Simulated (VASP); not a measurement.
# CO2 (P4_2/mnm) in VASP: a series of runs

Aim: see how the results for CO2 move with the level of theory and the settings. Levels: r2SCAN, PBE+D3(BJ), PBE+D4. Tasks: single point, relaxation of cell and atoms.

Program: VASP 6.6.1. These are calculated values, not measurements. Logs are shortened: lines on timing, memory, paths and dates and some standing lists are left out, and cuts for length are marked.

## Step 1: The cell of the first run

It takes space group P4_2/mnm (No. 136, tetragonal). The conventional cell has a = 4.193 Å, b = 4.193 Å, c = 4.605 Å, α = 90.00°, β = 90.00°, γ = 90.00°. C (site symmetry mmm) has 2 O at 1.16 Å within 1.6 Å. Within 1.6 Å of O (site symmetry m2m) lie 1 C at 1.16 Å.

## Step 2: Single point, r2SCAN

Input file POSCAR:

```
CO2
1.0
    4.1925575246      0.0000000000      0.0000000000
    0.0000000000      4.1925575246      0.0000000000
    0.0000000000      0.0000000000      4.6051154204
C O
2 4
Direct
    0.5000000000      0.5000000000      0.5000000000
    0.0000000000      0.0000000000      0.0000000000
    0.3042678613      0.6957321387      0.5000000000
    0.6957321387      0.3042678613      0.5000000000
    0.1957321387      0.1957321387      0.0000000000
    0.8042678613      0.8042678613      0.0000000000
```

Input file INCAR.step1:

```
SYSTEM = CO2
PREC = Accurate
ENCUT = 520
ISMEAR = 0
SIGMA = 0.01
LREAL = .FALSE.
LASPH = .TRUE.
NELM = 60
NBANDS = 25
GGA = PE
ALGO = Normal
EDIFF = 1E-4
LWAVE = .TRUE.
LCHARG = .FALSE.
```

Input file INCAR.step2:

```
SYSTEM = CO2
PREC = Accurate
ENCUT = 520
EDIFF = 1E-6
ISMEAR = 0
SIGMA = 0.01
LREAL = .FALSE.
LASPH = .TRUE.
NELM = 60
ALGO = Normal
ISIF = 2
LWAVE = .FALSE.
LCHARG = .FALSE.
METAGGA = R2SCAN
LMIXTAU = .TRUE.
NBANDS = 25
ISTART = 1
```

Input file KPOINTS:

```
Automatic mesh
0
G
  6 6 6
  0 0 0
```

Potentials or basis: VASP PAW PBE potentials, release 64 (C, O).

Run with:

```console
> cat potpaw_PBE.64/C/POTCAR potpaw_PBE.64/O/POTCAR > POTCAR
> cp INCAR.step1 INCAR
> mpirun -np 1 vasp_std > vasp.out
> cp INCAR.step2 INCAR
> mpirun -np 1 vasp_std > vasp.out
```

OUTCAR:

```text
SYSTEM = CO2
   PREC = Accurate
   ENCUT = 520
   EDIFF = 1E-6
   ISMEAR = 0
   LREAL = .FALSE.
   LASPH = .TRUE.
   NELM = 60
   ISIF = 2
   METAGGA = R2SCAN
   ISTART = 1

 ion  position               nearest neighbor table
   1  0.500  0.500  0.500-   3 1.16   4 1.16
   2  0.000  0.000  0.000-   5 1.16   6 1.16
   3  0.304  0.696  0.500-   1 1.16
   4  0.696  0.304  0.500-   1 1.16
   5  0.196  0.196  0.000-   2 1.16
   6  0.804  0.804  0.000-   2 1.16

  LATTYP: Found a simple tetragonal cell.
 ALAT       =     4.1925575246
 C/A-ratio  =     1.0984024413

  Lattice vectors:

 A1 = (   4.1925575246,   0.0000000000,   0.0000000000)
 A2 = (   0.0000000000,   4.1925575246,   0.0000000000)
 A3 = (   0.0000000000,   0.0000000000,   4.6051154204)

Analysis of symmetry for initial positions (statically):
=====================================================================
 Subroutine PRICEL returns:
 Original cell was already a primitive cell.

 Routine SETGRP: Setting up the symmetry group for a
 simple tetragonal supercell.

 Subroutine GETGRP returns: Found 16 space group operations
 (whereof  8 operations were pure point group operations)
 out of a pool of 16 trial point group operations.

The static configuration has the point symmetry D_2h.
 The point group associated with its full space group is D_4h.

Analysis of symmetry for dynamics (positions and initial velocities):
=====================================================================
 Subroutine PRICEL returns:
 Original cell was already a primitive cell.

 Routine SETGRP: Setting up the symmetry group for a
 simple tetragonal supercell.

 Subroutine GETGRP returns: Found 16 space group operations
 (whereof  8 operations were pure point group operations)
 out of a pool of 16 trial point group operations.

The dynamic configuration has the point symmetry D_2h.
 The point group associated with its full space group is D_4h.

 Subroutine INISYM returns: Found 16 space group operations
 (whereof  8 operations are pure point group operations),
 and found     1 'primitive' translations

----------------------------------------------------------------------------------------

                                     Primitive cell

  volume of cell :      80.9466

  direct lattice vectors                    reciprocal lattice vectors
     4.192557525  0.000000000  0.000000000     0.238517896  0.000000000  0.000000000
     0.000000000  4.192557525  0.000000000     0.000000000  0.238517896  0.000000000
     0.000000000  0.000000000  4.605115420     0.000000000  0.000000000  0.217149823

  length of vectors
     4.192557525  4.192557525  4.605115420     0.238517896  0.238517896  0.217149823

  position of ions in fractional coordinates (direct lattice)
     0.500000000  0.500000000  0.500000000
     0.000000000  0.000000000  0.000000000
     0.304267861  0.695732139  0.500000000
     0.695732139  0.304267861  0.500000000
     0.195732139  0.195732139  0.000000000
     0.804267861  0.804267861  0.000000000

  ion indices of the primitive-cell ions
   primitive index   ion index
                 1           1
                 2           2
                 3           3
                 4           4
                 5           5
                 6           6

----------------------------------------------------------------------------------------

 KPOINTS: Automatic mesh

Automatic generation of k-mesh.
 Grid dimensions read from file:
 generate k-points for:    6    6    6

 Generating k-lattice:

  Cartesian coordinates                     Fractional coordinates (reciprocal lattice)
     0.039752983  0.000000000  0.000000000     0.166666667  0.000000000  0.000000000
     0.000000000  0.039752983  0.000000000     0.000000000  0.166666667  0.000000000
     0.000000000  0.000000000  0.036191637     0.000000000  0.000000000  0.166666667

  Length of vectors
     0.039752983  0.039752983  0.036191637

  Shift w.r.t. Gamma in fractional coordinates (k-lattice)
     0.000000000  0.000000000  0.000000000

[... 56 lines left out ...]
     24      12.4814      0.00000
     25      12.7439      0.00000

 k-point     4 :       0.5000    0.0000    0.0000
  band No.  band energies     occupation
      1     -25.3296      2.00000
      2     -25.3296      2.00000
      3     -24.2425      2.00000
      4     -24.2425      2.00000
      5      -9.0890      2.00000
      6      -9.0890      2.00000
[... 17 lines left out ...]
     24      11.1117      0.00000
     25      12.6700      0.00000

 k-point     5 :       0.1667    0.1667    0.0000
  band No.  band energies     occupation
      1     -25.4748      2.00000
      2     -25.2198      2.00000
      3     -24.2262      2.00000
      4     -24.2222      2.00000
      5      -9.2580      2.00000
      6      -9.0148      2.00000
[... 17 lines left out ...]
     24      12.6255      0.00000
     25      12.8602      0.00000

 k-point     6 :       0.3333    0.1667    0.0000
  band No.  band energies     occupation
      1     -25.4031      2.00000
      2     -25.2526      2.00000
      3     -24.2463      2.00000
      4     -24.2408      2.00000
      5      -9.1714      2.00000
      6      -9.0690      2.00000
[... 17 lines left out ...]
     24      11.9281      0.00000
     25      12.2942      0.00000
[... 393 lines left out ...]
 k-point    21 :       0.0000    0.0000    0.3333
  band No.  band energies     occupation
      1     -25.4498      2.00000
      2     -25.2834      2.00000
      3     -24.2049      2.00000
      4     -24.2049      2.00000
      5      -9.3950      2.00000
      6      -9.1587      2.00000
[... 17 lines left out ...]
     24      13.5171      0.00000
     25      14.2776      0.00000

 k-point    22 :       0.1667    0.0000    0.3333
  band No.  band energies     occupation
      1     -25.4287      2.00000
      2     -25.2828      2.00000
      3     -24.2162      2.00000
      4     -24.2145      2.00000
      5      -9.3344      2.00000
      6      -9.1496      2.00000
[... 17 lines left out ...]
     24      13.2884      0.00000
     25      13.6280      0.00000

 k-point    23 :       0.3333    0.0000    0.3333
  band No.  band energies     occupation
      1     -25.3768      2.00000
      2     -25.2904      2.00000
      3     -24.2388      2.00000
      4     -24.2356      2.00000
      5      -9.1623      2.00000
      6      -9.0992      2.00000
[... 17 lines left out ...]
     24      12.1915      0.00000
     25      12.9990      0.00000

 k-point    24 :       0.5000    0.0000    0.3333
  band No.  band energies     occupation
      1     -25.3221      2.00000
      2     -25.3221      2.00000
      3     -24.2482      2.00000
      4     -24.2482      2.00000
      5      -9.0207      2.00000
      6      -9.0207      2.00000
[... 17 lines left out ...]
     24      10.9148      0.00000
     25      12.9096      0.00000

 [... further k-points ...]
[... 5 lines left out ...]
  --------------------------------------------------------------------------------------
  -------------------------------------------------------------------------------------
  Total        1.8549036      1.8549036      0.2197413      0.0000000      0.0000000      0.0000000
  in kB       36.7141389     36.7141389      4.3493426      0.0000000      0.0000000      0.0000000
  external PRESSURE =      25.9258735 kB  Pullay stress =       0.0000000 kB

 VOLUME and BASIS-vectors are now :
 -----------------------------------------------------------------------------
  energy-cutoff  :      520.00
  volume of cell :       80.95
      direct lattice vectors                 reciprocal lattice vectors
     4.192557525  0.000000000  0.000000000     0.238517896  0.000000000  0.000000000
     0.000000000  4.192557525  0.000000000     0.000000000  0.238517896  0.000000000
     0.000000000  0.000000000  4.605115420     0.000000000  0.000000000  0.217149823

 POSITION                                       TOTAL-FORCE (eV/Angst)
 -----------------------------------------------------------------------------------
      2.09628      2.09628      2.30256        -0.000000      0.000000      0.000000
      0.00000      0.00000      0.00000        -0.000000      0.000000      0.000000
      1.27566      2.91690      2.30256        -0.498415      0.498415     -0.000000
      2.91690      1.27566      2.30256         0.498415     -0.498415      0.000000
      0.82062      0.82062      0.00000         0.498415      0.498415     -0.000000
      3.37194      3.37194      0.00000        -0.498415     -0.498415      0.000000
 -----------------------------------------------------------------------------------
    total drift:                                0.000000      0.000000      0.000000

  FREE ENERGIE OF THE ION-ELECTRON SYSTEM (eV)
  ---------------------------------------------------
  free  energy   TOTEN  =       -51.4572939693 eV

  energy  without entropy=      -51.4572939693  energy(sigma->0) =      -51.45729397
```

Wall time 2.8 min (1 thread of Intel Xeon Platinum 8375C at 2.90GHz (Ice Lake), shared host); peak memory 0.22 GiB.

Results:

- Free energy: -51.4573 eV
- Pressure: 2.6 GPa
- Largest force: 0.705 eV/Å
- Band gap on the k mesh: 7.25 eV (least direct gap 7.76 eV)

Forces in eV/Å, atoms in the order of the input:
```
C    0.000  0.000  0.000
C    0.000  0.000  0.000
O   -0.498  0.498  0.000
O    0.498 -0.498  0.000
O    0.498  0.498  0.000
O   -0.498 -0.498  0.000
```

Stress tensor (GPa, compression positive):
```
3.67 0.00 0.00
0.00 3.67 0.00
0.00 0.00 0.43
```

Caveat: the PAW data sets were made with another functional, which shifts forces and pressure a little. A k mesh can miss the band edges.

## Step 3: Relaxation of cell and atoms, PBE+D3(BJ)

This run uses another cell than the first one, of 13.96 Å³/atom.

Input file INCAR:

```
PREC = Accurate
ENCUT = 600
EDIFF = 1E-6
ISMEAR = -1
SIGMA = 0.02
LREAL = F
LASPH = T
NELM = 80
ALGO = Normal
ISIF = 3
LWAVE = F
LCHARG = F
GGA = PE
IVDW = 12
IBRION = 2
NSW = 80
EDIFFG = -0.005
```

Input file KPOINTS:

```
Automatic mesh
0
Gamma
  6 6 6
```

Input file POSCAR:

```
CO2
1.0
    4.2272127900      0.0000000000      0.0000000000
    0.0000000000      4.2272127900      0.0000000000
    0.0000000000      0.0000000000      4.6877715900
C O
2 4
Direct
    0.5000000000      0.5000000000      0.5000000000
    0.0000000000      0.0000000000      0.0000000000
    0.3048268600      0.6951731400      0.5000000000
    0.6951731400      0.3048268600      0.5000000000
    0.1951731400      0.1951731400      0.0000000000
    0.8048268600      0.8048268600      0.0000000000
```

Potentials or basis: VASP PAW PBE potentials, release 64 (C, O).

Run with:

```console
> cat potpaw_PBE.64/C/POTCAR potpaw_PBE.64/O/POTCAR > POTCAR
> mpirun -np 1 vasp_std > vasp.out
```

It took 8.4 min on 1 thread of Intel Xeon Platinum 8375C at 2.90GHz (Ice Lake), shared host; peak memory 0.26 GiB.

Results (log left out):

| Quantity | Value |
| --- | --- |
| Free energy | -46.4611 eV |
| Relaxed volume | 14.94 Å³/atom |
| Relaxed cell | a = 4.319 Å, b = 4.319 Å, c = 4.806 Å, α = 90.00°, β = 90.00°, γ = 90.00° |
| Space group after relaxing (to 0.1 Å) | P4_2/mnm (No. 136) |
| Energy gained by relaxing | 3.6 meV/atom |
| Ionic steps | 20 |
| Pressure after relaxing | 0.0 GPa |
| Largest force after relaxing | 0.003 eV/Å |
| Band gap on the k mesh | 6.46 eV (least direct gap 6.87 eV) |
| Dispersion energy per atom | -0.069 eV |

Forces in eV/Å, atoms in the order of the input:
```
C    0.000  0.000  0.000
C    0.000  0.000  0.000
O    0.002 -0.002  0.000
O   -0.002  0.002  0.000
O   -0.002 -0.002  0.000
O    0.002  0.002  0.000
```

The path:
```csv
step,energy change (eV),largest force (eV/Å),pressure (GPa),volume (Å³)
1,0.0000,0.7619,2.83,83.77
2,0.4304,4.3000,-12.32,86.79
3,-0.0121,0.0991,0.29,84.17
4,-0.0122,0.0527,0.42,84.15
5,-0.0122,0.0374,0.46,84.14
6,-0.0135,0.0345,0.42,84.54
7,-0.0169,0.0228,0.32,85.74
8,-0.0208,0.0054,0.17,88.17
9,-0.0192,0.0863,0.03,93.16
10,-0.0215,0.0505,0.12,90.16
11,0.0016,1.0587,-2.96,91.37
12,-0.0215,0.0015,-0.02,90.21
13,-0.0215,0.0013,-0.02,90.21
14,-0.0215,0.0023,-0.01,90.20
15,-0.0216,0.0022,-0.01,90.12
16,-0.0216,0.0139,-0.03,89.87
17,-0.0216,0.0396,-0.06,89.37
18,-0.0216,0.0235,-0.04,89.71
19,-0.0216,0.0167,-0.04,89.69
20,-0.0216,0.0035,0.02,89.64
```

Final structure:
```yaml
crystal:
  lattice:
    - [4.31898, 0.00000, 0.00000]
    - [0.00000, 4.31898, 0.00000]
    - [0.00000, 0.00000, 4.80566]
  atoms:
    - { symbol: C, position: [0.50000, 0.50000, 0.50000] }
    - { symbol: C, position: [0.00000, 0.00000, 0.00000] }
    - { symbol: O, position: [0.30769, 0.69231, 0.50000] }
    - { symbol: O, position: [0.69231, 0.30769, 0.50000] }
    - { symbol: O, position: [0.19231, 0.19231, 0.00000] }
    - { symbol: O, position: [0.80769, 0.80769, 0.00000] }
```

Levels at points of the mesh, in eV from the valence-band top:
```
           k point  band 13  band 14  band 15  band 16  band 17  band 18  band 19  band 20
(0.00, 0.00, 0.00)    -1.21    -0.48    -0.41    -0.41     6.46     7.47     7.88     7.88
(0.50, 0.00, 0.00)    -0.46    -0.46    -0.43    -0.43     8.02     8.02     8.11     8.11
(0.50, 0.50, 0.00)    -0.57    -0.57     0.00     0.00     8.13     8.13     8.22     8.22
(0.00, 0.00, 0.50)    -0.86    -0.86    -0.41    -0.41     7.81     7.81     7.98     7.98
(0.50, 0.00, 0.50)    -0.77    -0.77    -0.23    -0.23     7.89     7.89     8.34     8.34
(0.50, 0.50, 0.50)    -0.46    -0.46     0.00     0.00     7.65     7.65     8.23     8.23
```

## Step 4: Relaxation of cell and atoms, PBE+D4

This run uses another cell than the first one, of 15.71 Å³/atom.

Input file INCAR:

```
SYSTEM = CO2
  PREC = Accurate
  ENCUT = 600
  EDIFF = 1E-7
  ISMEAR = -1
  SIGMA = 0.02
  LREAL = .False.
  LASPH = .True.
  NELM = 100
  ALGO = Normal
  ISIF = 3
  LWAVE = .False.
  LCHARG = .False.
  GGA = PE
  IVDW = 13
  IBRION = 2
  NSW = 80
  EDIFFG = -0.005
```

Input file KPOINTS:

```
regular mesh
0
Gamma
  6 6 6
  0 0 0
```

Input file POSCAR:

```
CO2
1.0
    4.4266924568      0.0000000000      0.0000000000
    0.0000000000      4.4266924568      0.0000000000
    0.0000000000      0.0000000000      4.8089819819
C O
2 4
Direct
    0.5000000000      0.5000000000      0.5000000000
    0.0000000000      0.0000000000      0.0000000000
    0.3132524933      0.6867475067      0.5000000000
    0.6867475067      0.3132524933      0.5000000000
    0.1867475067      0.1867475067      0.0000000000
    0.8132524933      0.8132524933      0.0000000000
```

Run with:

```console
> cat potpaw_PBE.64/C/POTCAR potpaw_PBE.64/O/POTCAR > POTCAR
> mpirun -np 1 vasp_std > vasp.out
```

Run time: 7.7 min. Hardware: 1 thread of Intel Xeon Platinum 8375C at 2.90GHz (Ice Lake), shared host; peak memory 0.25 GiB.

It converged, with:

```yaml
Free_energy: -46.5168 eV
Relaxed_volume: 14.83 Å³/atom
Relaxed_cell: a = 4.357 Å, b = 4.357 Å, c = 4.688 Å, α = 90.00°, β = 90.00°, γ = 90.00°
Space_group_after_relaxing_to_0.1_Å: P4_2/mnm (No. 136)
Energy_gained_by_relaxing: 2.3 meV/atom
Ionic_steps: 11
Pressure_after_relaxing: 0.0 GPa
Band_gap_on_the_k_mesh: 6.51 eV (least direct gap 6.90 eV)
Dispersion_energy_per_atom: -0.074 eV
```

Step by step:
| step | energy change (eV) | largest force (eV/Å) | pressure (GPa) | volume (Å³) |
| --- | --- | --- | --- | --- |
| 1 | 0.0000 | 0.6056 | 1.19 | 94.23 |
| 2 | 0.2263 | 3.1684 | -8.82 | 95.84 |
| 3 | -0.0064 | 0.0016 | -0.39 | 94.45 |
| 4 | -0.0064 | 0.0231 | -0.33 | 94.45 |
| 5 | -0.0072 | 0.0226 | -0.31 | 94.10 |
| 6 | -0.0094 | 0.0223 | -0.25 | 93.06 |
| 7 | -0.0126 | 0.0260 | -0.11 | 91.00 |
| 8 | -0.0126 | 0.0492 | 0.32 | 86.97 |
| 9 | -0.0137 | 0.0430 | 0.10 | 88.99 |
| 10 | 0.0020 | 0.8831 | -2.45 | 88.75 |
| 11 | -0.0138 | 0.0015 | -0.01 | 88.98 |

Final structure:
```cif
data_structure
_symmetry_space_group_name_H-M 'P 1'
_symmetry_Int_Tables_number 1
_cell_length_a 4.3567
_cell_length_b 4.3567
_cell_length_c 4.6882
_cell_angle_alpha 90.000
_cell_angle_beta 90.000
_cell_angle_gamma 90.000
_cell_volume 88.98
loop_
_atom_site_label
_atom_site_type_symbol
_atom_site_fract_x
_atom_site_fract_y
_atom_site_fract_z
_atom_site_occupancy
C1 C 0.50000 0.50000 0.50000 1
C2 C 0.00000 0.00000 0.00000 1
O1 O 0.30940 0.69060 0.50000 1
O2 O 0.69060 0.30940 0.50000 1
O3 O 0.19060 0.19060 0.00000 1
O4 O 0.80940 0.80940 0.00000 1
```

Levels at points of the mesh, in eV from the valence-band top:
```csv
k point,band 13,band 14,band 15,band 16,band 17,band 18,band 19,band 20
"(0.00, 0.00, 0.00)",-1.19,-0.40,-0.39,-0.39,6.51,7.50,7.93,7.93
"(0.50, 0.00, 0.00)",-0.43,-0.43,-0.39,-0.39,8.05,8.05,8.14,8.14
"(0.50, 0.50, 0.00)",-0.54,-0.54,0.00,0.00,8.18,8.18,8.24,8.24
"(0.00, 0.00, 0.50)",-0.81,-0.81,-0.39,-0.39,7.85,7.85,8.05,8.05
"(0.50, 0.00, 0.50)",-0.75,-0.75,-0.20,-0.20,7.90,7.90,8.39,8.39
"(0.50, 0.50, 0.50)",-0.42,-0.42,0.00,0.00,7.68,7.68,8.24,8.24
```

A k mesh can miss the band edges.

## Step 5: Overview

```csv
task,level,cell,cutoff (eV),smearing,gap on the mesh (eV),pressure (GPa),relaxed volume (Å³/atom)
single point,r2SCAN,"a = 4.193, b = 4.193, c = 4.605 Å, 6 atoms, atomic positions A",520,gaussian 0.01 eV,7.25,2.6,-
relaxation of cell and atoms,PBE+D3(BJ),"relaxed from a = 4.227, b = 4.227, c = 4.688 Å, 6 atoms, atomic positions B",600,fermi-dirac 0.02 eV,6.46,0.0,14.94
relaxation of cell and atoms,PBE+D4,"relaxed from a = 4.427, b = 4.427, c = 4.809 Å, 6 atoms, atomic positions C",600,fermi-dirac 0.02 eV,6.51,0.0,14.83
```

Alike in all rows: potentials or basis VASP PAW PBE potentials, release 64 (C, O); no spin polarisation; k mesh 6 × 6 × 6.

Caveats: the PAW data sets were made with another functional, which shifts forces and pressure a little (at least some runs).

Absolute energies hang on the potentials; compare differences alone.
